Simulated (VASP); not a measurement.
# Al2O3 in VASP: notebook

Al2O3 is run at these levels: PBE; tasks: single point.

Everything below comes from runs of VASP 6.6.1. Logs are shortened: lines on timing, memory, paths and dates and some standing lists are left out, and cuts for length are marked.

### 1 The cell of the first run

The cell holds an amorphous packing of atoms, 25 atoms: a = 6.180 Å, b = 6.550 Å, c = 6.817 Å, α = 96.24°, β = 86.56°, γ = 89.37°.

### 2 Single point, PBE

Contents of INCAR:

```
SYSTEM = Al2O3
ALGO = Normal
EDIFF = 1E-7
ENCUT = 520
GGA = PE
ISIF = 2
ISMEAR = -1
ISYM = 0
LASPH = .True.
LCHARG = .False.
LREAL = Auto
LWAVE = .False.
NBANDS = 78
NELM = 60
PREC = Accurate
SIGMA = 0.2241
```

Contents of KPOINTS:

```
k-points
0
Gamma
  1 1 1
  0 0 0
```

Contents of POSCAR:

```
Al2O3
1.0
    6.1766180000      0.0403830000      0.1957820000
    0.0403830000      6.5396630000     -0.3645670000
    0.1957820000     -0.3645670000      6.8042970000
Al O
10 15
Direct
    0.3974769959      0.2106957456      0.1494361393
    0.3836791263      0.9476290663      0.4556113319
    0.8669340351      0.9018684789      0.2994273187
    0.0781649899      0.9134554637      0.9014651212
    0.6217779207      0.6579629074      0.7289934050
    0.8597545421      0.3565069308      0.1520149985
    0.1563573575      0.2333870616      0.7372304978
    0.3433594499      0.6200751561      0.1631015430
    0.7525990814      0.1531696817      0.6562478472
    0.0886594444      0.7149661961      0.6050556226
    0.2983852583      0.6704325939      0.4320630238
    0.2750888608      0.6530690730      0.8237596015
    0.5516821704      0.9311025426      0.2151385840
    0.5942871652      0.9214456526      0.6106151668
    0.3350785066      0.0975614134      0.8460289625
    0.3418049222      0.2040274674      0.4844486404
    0.1564345788      0.3618359762      0.0890855266
    0.6314327312      0.4075333379      0.6916611728
    0.5703603685      0.4435097004      0.1135836233
    0.0528488762     -0.0258489885      0.6326094309
    0.8097347657      0.1483287258      0.3028864358
    0.8532380353      0.6496637114      0.4060599208
    0.1414942634      0.8672703848      0.1440531083
    0.8551876938      0.7471584163      0.8855911118
    0.8916672943      0.2085081041      0.8975879165
```

Potentials or basis: VASP PAW PBE potentials, release 64 (Al, O).

Run with:

```sh
> cat potpaw_PBE.64/Al/POTCAR potpaw_PBE.64/O/POTCAR > POTCAR
> mpirun -np 1 vasp_gam > vasp.out
```

OUTCAR:

```text
SYSTEM = Al2O3
   EDIFF = 1E-7
   ENCUT = 520
   GGA = PE
   ISIF = 2
   ISMEAR = -1
   ISYM = 0
   LASPH = .True.
   LREAL = Auto
   NELM = 60
   PREC = Accurate

 ion  position               nearest neighbor table
   1  0.397  0.211  0.149-  17 1.87  19 1.90  13 2.16  15 2.18  16 2.29   8 2.69   2 2.85   6 3.02
                             4 3.21   7 3.28
   2  0.384  0.948  0.456-  16 1.68  14 1.74  13 1.88  11 1.89  20 2.31  10 2.62   8 2.79   7 2.83
                             1 2.85   9 2.99   3 3.11   5 3.21
   3  0.867  0.902  0.299-  21 1.65  22 1.88  23 1.94  13 2.08  20 2.61  14 2.62   9 2.83  10 2.93
                             4 2.95   2 3.11   6 3.25
   4  0.078  0.913  0.901-  24 1.77  23 1.78  20 1.93  15 2.05  12 2.09  25 2.24  10 2.28   7 2.52
                             3 2.95   9 3.20   1 3.21   8 3.25
   5  0.622  0.658  0.729-  18 1.63  24 1.90  14 1.99  12 2.20  22 2.55  10 3.00   2 3.21
   6  0.860  0.357  0.152-  21 1.81  17 1.86  25 1.89  19 1.91  22 2.44   1 3.02   3 3.25   7 3.29

   7  0.156  0.233  0.737-  15 1.67  20 1.90  25 1.93  16 2.00  17 2.45   4 2.52   9 2.63   2 2.83
                             1 3.28   6 3.29
   8  0.343  0.620  0.163-  19 1.80  11 1.83  23 2.05  17 2.09  12 2.41  13 2.43   1 2.69   2 2.79
                             4 3.25  10 3.31
   9  0.753  0.153  0.656-  18 1.81  14 1.82  25 1.90  20 2.17  21 2.41   7 2.63   3 2.83   2 2.99
                             4 3.20
  10  0.089  0.715  0.605-  20 1.70  11 1.70  12 2.01  22 2.06   4 2.28  24 2.31   2 2.62   3 2.93
                             5 3.00   8 3.31
  11  0.298  0.670  0.432-  10 1.70   8 1.83   2 1.89
  12  0.275  0.653  0.824-  10 2.01   4 2.09   5 2.20   8 2.41
  13  0.552  0.931  0.215-   2 1.88   3 2.08   1 2.16   8 2.43
  14  0.594  0.921  0.611-   2 1.74   9 1.82   5 1.99   3 2.62
  15  0.335  0.098  0.846-   7 1.67   4 2.05   1 2.18
  16  0.342  0.204  0.484-   2 1.68   7 2.00   1 2.29
  17  0.156  0.362  0.089-   6 1.86   1 1.87   8 2.09   7 2.45
  18  0.631  0.408  0.692-   5 1.63   9 1.81
  19  0.570  0.444  0.114-   8 1.80   1 1.90   6 1.91
  20  0.053  0.974  0.633-  10 1.70   7 1.90   4 1.93   9 2.17   2 2.31   3 2.61
  21  0.810  0.148  0.303-   3 1.65   6 1.81   9 2.41
  22  0.853  0.650  0.406-   3 1.88  10 2.06   6 2.44   5 2.55
  23  0.141  0.867  0.144-   4 1.78   3 1.94   8 2.05
  24  0.855  0.747  0.886-   4 1.77   5 1.90  10 2.31
  25  0.892  0.209  0.898-   6 1.89   9 1.90   7 1.93   4 2.24

IMPORTANT INFORMATION: All symmetrisations will be switched off!
NOSYMM: (Re-)initialisation of all symmetry stuff for point group C_1.

----------------------------------------------------------------------------------------

                                     Primitive cell

  volume of cell :     273.7575

  direct lattice vectors                    reciprocal lattice vectors
     6.176618000  0.040383000  0.195782000     0.162059116 -0.001264453 -0.004730722
     0.040383000  6.539663000 -0.364567000    -0.001264453  0.153381044  0.008254376
     0.195782000 -0.364567000  6.804297000    -0.004730722  0.008254376  0.147544333

  length of vectors
     6.179852045  6.549941377  6.816868589     0.162133080  0.153608197  0.147850751

  position of ions in fractional coordinates (direct lattice)
     0.397476996  0.210695746  0.149436139
     0.383679126  0.947629066  0.455611332
     0.866934035  0.901868479  0.299427319
     0.078164990  0.913455464  0.901465121
     0.621777921  0.657962907  0.728993405
     0.859754542  0.356506931  0.152014999
[... 17 lines left out ...]
     0.855187694  0.747158416  0.885591112
     0.891667294  0.208508104  0.897587917

  ion indices of the primitive-cell ions
   primitive index   ion index
                 1           1
                 2           2
                 3           3
                 4           4
                 5           5
                 6           6
[... 17 lines left out ...]
                24          24
                25          25

----------------------------------------------------------------------------------------

 KPOINTS: k-points

Automatic generation of k-mesh.
 Grid dimensions read from file:
 generate k-points for:    1    1    1

 Generating k-lattice:

  Cartesian coordinates                     Fractional coordinates (reciprocal lattice)
     0.162059116 -0.001264453 -0.004730722     1.000000000 -0.000000000  0.000000000
    -0.001264453  0.153381044  0.008254376    -0.000000000  1.000000000 -0.000000000
    -0.004730722  0.008254376  0.147544333     0.000000000 -0.000000000  1.000000000

  Length of vectors
     0.162133080  0.153608197  0.147850751

  Shift w.r.t. Gamma in fractional coordinates (k-lattice)
     0.000000000  0.000000000  0.000000000

 Subroutine IBZKPT returns following result:
 ===========================================

 Found      1 irreducible k-points:

 Following reciprocal coordinates:
            Coordinates               Weight
  0.000000  0.000000  0.000000      1.000000
   k-points           NKPTS =      1   k-points in BZ     NKDIM =      1   number of bands    NBANDS=     78
   number of dos      NEDOS =    301   number of ions     NIONS =     25
   total plane-waves  NPLWV = 129600
   dimension x,y,z NGX =    48 NGY =   50 NGZ =   54
   dimension x,y,z NGXF=    96 NGYF=  100 NGZF=  108
   ions per type =              10  15
   NGX,Y,Z   is equivalent  to a cutoff of  12.91, 12.69, 13.17 a.u.
   NGXF,Y,Z  is equivalent  to a cutoff of  25.83, 25.38, 26.34 a.u.
 SYSTEM =  Al2O3
   PREC   = accura    normal or accurate (medium, high low for compatibility)
   ISTART =      0    job   : 0-new  1-cont  2-samecut
   ICHARG =      2    charge: 1-file 2-atom 10-const
   ISPIN  =      1    spin polarized calculation?
   LNONCOLLINEAR =      F non collinear calculations
   LSORBIT =      F    spin-orbit coupling
   LASPH  =      T    aspherical Exc in radial PAW
   ENCUT  =  520.0 eV  38.22 Ry    6.18 a.u.  11.49 12.18 12.67*2*pi/ulx,y,z
   NELM   =     60;   NELMIN=  2; NELMDL= -5     # of ELM steps
   EDIFF  = 0.1E-06   stopping-criterion for ELM
   LREAL  =      T    real-space projection
   EDIFFG = 0.1E-05   stopping-criterion for IOM
   NSW    =      0    number of steps for IOM
   IBRION =     -1    ionic relax: 0-MD 1-quasi-New 2-CG
   NFREE  =      0    steps in history (QN), initial steepest desc. (CG)
   ISIF   =      2    stress and relaxation
   ISYM   =      0    0-nonsym 1-usesym 2-fastsym
   POTIM  = 0.5000    time-step for ionic-motion
   TEBEG  =    0.0;   TEEND  =   0.0 temperature during run
   PSTRESS=    0.0 pullay stress
   NELECT =     120.0000    total number of electrons
   NUPDOWN=      -1.0000    fix difference up-down
   EMIN   =  10.00;   EMAX   =-10.00  energy-range for DOS
   EFERMI =   0.00;   METHOD = LEGACY
   ISMEAR =    -1;   SIGMA  =   0.22  broadening in eV -4-tet -1-fermi 0-gaus
   EFERMI_NEDOS =   21; number of points for ismear=-14 and -15
   IALGO  =     38    algorithm
   IMIX   =      4    mixing-type and parameters
     AMIX     =   0.40;   BMIX     =  1.00
     AMIX_MAG =   1.60;   BMIX_MAG =  1.00
  volume/ion in A,a.u.               =      10.95        73.90
  Fermi-wavevector in a.u.,A,eV,Ry     =   1.243598  2.350059 21.041888  1.546535
  Thomas-Fermi vector in A             =   2.377901
   LORBIT       =      0    0 simple, 1 ext, 2 COOP (PROOUT), +10 PAW based schemes
   GGA     = PE    functional components
   LHFCALC =     F    Hartree Fock is set to
   AEXX    =    0.0000 exact exchange contribution
   IVDW    =     0    specifies the selected vdW correction
   LEPSILON=     F    determine dielectric tensor
   LRPA    =     F    only Hartree local field effects (RPA)
 non-spin polarized calculation
  energy-cutoff  :      520.00
  volume of cell :      273.76
 maximum number of plane-waves:      3690
 NGX is ok and might be reduce to    48
   NGX = 23   NGY = 25   NGZ = 25

 number of electron     120.0000013 magnetization

 Free energy of the ion-electron system (eV)
  ---------------------------------------------------
  ext. energy  EPLUGINS =         0.00000000
  ---------------------------------------------------
  free energy    TOTEN  =      -167.02722853 eV

  energy without entropy =     -166.73027314  energy(sigma->0) =     -166.87875084

 E-fermi :   5.2628     XC(G=0): -10.3124

 val. band max:        4.5699324790   @ k =   0.0000   0.0000   0.0000
 cond. band min:       5.8065830781   @ k =   0.0000   0.0000   0.0000
 fundamental gap:      1.2366505992
 Fermi energy:         5.2627731303

 k-point     1 :       0.0000    0.0000    0.0000
  band No.  band energies     occupation
      1     -16.0332      2.00000
      2     -14.2269      2.00000
      3     -14.0365      2.00000
      4     -13.5871      2.00000
      5     -13.3934      2.00000
      6     -13.2839      2.00000
[... 64 lines left out ...]
     71      11.4903      0.00000
     72      11.8106      0.00000
 [bands above 72 left out]

------------------------ aborting loop because EDIFF is reached ----------------------------------------

  FORCE on cell =-STRESS in cart. coord.  units (eV):
  Direction    XX          YY          ZZ          XY          YZ          ZX
  --------------------------------------------------------------------------------------
  -------------------------------------------------------------------------------------
  Total       -9.3835163      0.1067643    -10.5313995      4.3498235      8.5323896     -0.9690060
  in kB      -54.9174230      0.6248424    -61.6354581     25.4575244     49.9361684     -5.6711481
  external PRESSURE =     -38.6426796 kB  Pullay stress =       0.0000000 kB

 VOLUME and BASIS-vectors are now :
 -----------------------------------------------------------------------------
  energy-cutoff  :      520.00
  volume of cell :      273.76
      direct lattice vectors                 reciprocal lattice vectors
     6.176618000  0.040383000  0.195782000     0.162059116 -0.001264453 -0.004730722
     0.040383000  6.539663000 -0.364567000    -0.001264453  0.153381044  0.008254376
     0.195782000 -0.364567000  6.804297000    -0.004730722  0.008254376  0.147544333

 POSITION                                       TOTAL-FORCE (eV/Angst)
 -----------------------------------------------------------------------------------
      2.49283      1.33945      1.01781        -0.157298     -1.399816     -0.688312
      2.49731      6.04657      2.82976         1.450653     -1.518257     -1.734737
      5.44976      5.82376      1.87833        -0.814040     -4.165358     -1.536282
      0.69617      5.64820      5.81612         1.611256      0.497060      3.006863
      4.00978      4.06220      4.84215        -0.314256      3.184495      0.117149
      5.35453      2.31074      1.07271         0.015162      0.514512      0.426743
[... 17 lines left out ...]
      5.48572      4.59784      5.92087        -1.091329     -0.228414     -2.256891
      5.69164      1.07235      6.20601         0.224779     -0.953955     -1.716430
 -----------------------------------------------------------------------------------
    total drift:                               -0.001506     -0.018913      0.006470

  FREE ENERGIE OF THE ION-ELECTRON SYSTEM (eV)
  ---------------------------------------------------
  free  energy   TOTEN  =      -167.0272285308 eV

  energy  without entropy=     -166.7302731421  energy(sigma->0) =     -166.87875084
```

It took 1.7 min on 1 thread of Intel Xeon 8259CL, shared host; peak memory 0.3 GiB.

What came out:

```yaml
Free_energy: -167.0272 eV
Pressure: -3.9 GPa
Largest_force: 6.109 eV/Å
Band_gap_on_the_k_mesh: 1.24 eV
```

Forces in eV/Å, atoms in the order of the input:
```
Al  -0.157 -1.400 -0.688
Al   1.451 -1.518 -1.735
Al  -0.814 -4.165 -1.536
Al   1.611  0.497  3.007
Al  -0.314  3.184  0.117
Al   0.015  0.515  0.427
Al   1.837  2.266 -0.522
Al  -1.487  1.228 -1.042
Al  -2.812  1.340  0.781
Al  -2.093 -5.646 -1.033
O    1.288  1.148 -1.283
O    0.265  0.774 -1.553
O   -2.138 -1.298 -0.186
O    2.408 -0.810  0.853
O    0.296 -1.581  4.137
O   -2.258  2.330 -0.914
O    1.052  2.127  2.488
O    1.461 -3.220 -0.783
O    0.204 -1.298  1.007
O   -0.979  1.686 -1.496
O    1.588  4.490  1.583
O    1.642  0.482  0.289
O   -1.199  0.053  2.054
O   -1.091 -0.228 -2.257
O    0.225 -0.954 -1.716
```

Stress tensor (GPa, compression positive):
```
-5.49  2.55 -0.57
 2.55  0.06  4.99
-0.57  4.99 -6.16
```

Caveat: the k points lie up to 1.02 Å⁻¹ apart.

(Continued in part 2 of 2.)
